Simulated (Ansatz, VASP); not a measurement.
**IrRu2: VASP beside Ansatz**

```
Ru Ir
1.0
     2.68172    0.00000    0.00000
    -1.34086    2.32244    0.00000
     0.00000    0.00000   13.15232
Ru Ir
4 2
Direct
  0.33333 0.66667 0.91667
  0.33333 0.66667 0.25000
  0.66667 0.33333 0.08333
  0.66667 0.33333 0.75000
  0.33333 0.66667 0.58333
  0.66667 0.33333 0.41667
```

Alike in both runs: task single point; functional PBE; k mesh 6 × 6 × 2; occupations gaussian, width 0.1 eV; no spin polarisation.

|  | VASP | Ansatz |
| --- | --- | --- |
| version | VASP 6.6.1 | Ansatz 0.2.0 |
| potentials or method | VASP PAW PBE potentials, release 64 (Ru_pv, Ir), cutoff 520 eV | scalar-relativistic, plane waves, PAW |
| valence electrons in the cell | 74 | 98 |

```tsv
	VASP	Ansatz	Ansatz less VASP
gap on the k mesh at the Fermi level (eV)	none	none	-
pressure (GPa)	11.1	10.9	-0.20
traceless stress, the component that is largest in VASP (GPa)	-13.21	-13.25	-0.041
rms of the force components (eV/Å)	0.306	0.294	-0.0118
```

Atom by atom the forces differ by 0.012 eV/Å (rms over components). A gap of «none» marks a metal or a gap that the smearing closes. VASP's potentials hold 74 valence electrons a cell and Ansatz's 98, so a difference there can come from the potentials and not from the codes.

The k mesh is coarse, so the values compare programs but aren't converged. Spin-orbit coupling is off throughout.
